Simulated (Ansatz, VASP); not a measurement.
Si3Ge: VASP beside Ansatz

```
Si Ge
1.0
     4.90894    0.00000    0.00000
     0.00000    4.90894    0.00000
     0.00000    0.00000    2.71167
Si Ge
3 1
Direct
  0.00000 0.50000 0.00000
  0.50000 0.00000 0.00000
  0.00000 0.00000 0.50000
  0.50000 0.50000 0.00000
```

Alike in both runs: task relaxation of cell and atoms; functional PBE; k mesh 4 × 4 × 6; occupations gaussian, width 0.1 eV; no spin polarisation.

```csv
,VASP,Ansatz
version,VASP 6.6.1,Ansatz 0.2.0
potentials or method,"VASP PAW PBE potentials, release 64 (Si, Ge_d), cutoff 600 eV","scalar-relativistic, plane waves, PAW"
valence electrons in the cell,26,26
```

Ansatz gave:

```
gap on the k mesh at the Fermi level, each at its own relaxed structure (eV) : none
relaxed volume (Å³/atom)                                                     : 16.43
relaxed cell length with the largest relative difference (Å)                 : 5.074
```

Task: Estimate VASP's values.

Result: gap on the k mesh at the Fermi level, each at its own relaxed structure (eV): none; relaxed volume (Å³/atom): 16.42; relaxed cell length with the largest relative difference (Å): 5.072.

A gap of «none» marks a metal or a gap that the smearing closes.

The k mesh is coarse, so the values compare programs but aren't converged.
